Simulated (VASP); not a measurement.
Wanted: the native input for a VASP 6.6.1 run.

- Task: single point
- Functional: PBE
- Potentials or basis: VASP PAW PBE potentials, release 64 (K_sv, F)
- Cutoff: 520 eV
- k mesh: 6 × 6 × 6
- Occupations: gaussian, width 0.01 eV
- Spin: no spin polarisation
- Dipole correction: no
- Further INCAR settings: ALGO = Normal; EDIFF = 1e-07; NBANDS = 15

The structure of KF lies in POSCAR:

```
KF
1.0
    0.0000000000      2.6589566750      2.6589566750
    2.6589566750      0.0000000000      2.6589566750
    2.6589566750      2.6589566750      0.0000000000
K F
1 1
Direct
    0.0000000000      0.0000000000      0.0000000000
    0.5000000000      0.5000000000      0.5000000000
```

These files were run (other wordings do the same):

INCAR

```
  PREC = Accurate
  ENCUT = 520
  EDIFF = 1E-7
  ISMEAR = 0
  SIGMA = 0.01
  LREAL = F
  LASPH = T
  NELM = 60
  ALGO = Normal
  ISIF = 2
  LWAVE = F
  LCHARG = F
  GGA = PE
  NBANDS = 15
```

KPOINTS

```
Automatic mesh
0
Gamma
  6 6 6
```

Potentials or basis: VASP PAW PBE potentials, release 64 (K_sv, F).

Launch:

```sh
$ cat potpaw_PBE.64/K_sv/POTCAR potpaw_PBE.64/F/POTCAR > POTCAR
$ mpirun -np 1 vasp_std > vasp.out
```

Results of the run:

- Pressure: 2.0 GPa
- Band gap on the k mesh: 6.24 eV

Wall time 18 s on 1 thread of Intel Xeon 8259CL, with other jobs on the host, peak memory 0.16 GiB.
